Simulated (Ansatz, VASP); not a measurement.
SnTe: VASP beside Ansatz

File INCAR:

```
PREC = Accurate ; ENCUT = 520
EDIFF = 1E-7 ; ISMEAR = -1
SIGMA = 0.05 ; LREAL = F
LASPH = T ; NELM = 60
ALGO = Normal ; ISIF = 2
LWAVE = F ; LCHARG = F
GGA = CA ; NBANDS = 17
```

The input KPOINTS:

```
Automatic mesh
0
Gamma
  7 7 7
```

Contents of POSCAR:

```
SnTe
1.0
    3.9047000000      0.0000000000      0.0000000000
    0.0000000000      3.9047000000      0.0000000000
    0.0000000000      0.0000000000      3.9047000000
Te Sn
1 1
Direct
    0.5000000000      0.5000000000      0.5000000000
    0.0000000000      0.0000000000      0.0000000000
```

The input input.yaml:

```yaml
crystal:
  lattice:
    - [3.9047, 0.0, 0.0]
    - [0.0, 3.9047, 0.0]
    - [0.0, 0.0, 3.9047]
  atoms:
    - { symbol: Te, position: [0.5, 0.5, 0.5] }
    - { symbol: Sn, position: [0.0, 0.0, 0.0] }
hamiltonian:
  xc: lda
  pseudopotentials: { kind: paw }
kpoints:
  mp_grid: { grid: [7, 7, 7] }
  band_path:
    path:
      - [[0.0, 0.0, 0.0], [0.0, 0.5, 0.0], [0.5, 0.5, 0.0], [0.0, 0.0, 0.0], [0.5, 0.5, 0.5], [0.0, 0.5, 0.0]]
      - [[0.5, 0.5, 0.0], [0.5, 0.5, 0.5]]
    npoints: 14
scf:
  occupations: { method: fermi_dirac, width: 0.05 }
  n_extra_bands: 6
output:
  forces: true
  stress: true
  eigenvalues: true
  fatbands: true
```

Alike in both runs: functional LDA; k mesh 7 × 7 × 7; occupations fermi-dirac, width 0.05 eV; no spin polarisation.

|  | VASP | Ansatz |
| --- | --- | --- |
| version | VASP 6.6.1 | Ansatz 0.2.0 |
| potentials or method | VASP PAW LDA potentials, release 64 (Te, Sn_d) | Ansatz PAW |
| plane-wave cutoff (eV) | 520 | 420 |
| valence electrons in the cell | 20 | 30 |
| task | single point | band structure |

```tsv
	VASP	Ansatz	Ansatz less VASP
gap on the k mesh at the Fermi level (eV)	none	none	-
pressure (GPa)	-4.8	-4.7	+0.04
```

LDA's correlation is that of Perdew and Zunger in VASP and of Perdew and Wang (1992) in Ansatz. A gap of «none» marks a metal or a gap that the smearing closes. VASP's potentials hold 20 valence electrons a cell and Ansatz's 30, so a difference there can come from the potentials and not from the codes.

Spin-orbit coupling is off throughout.
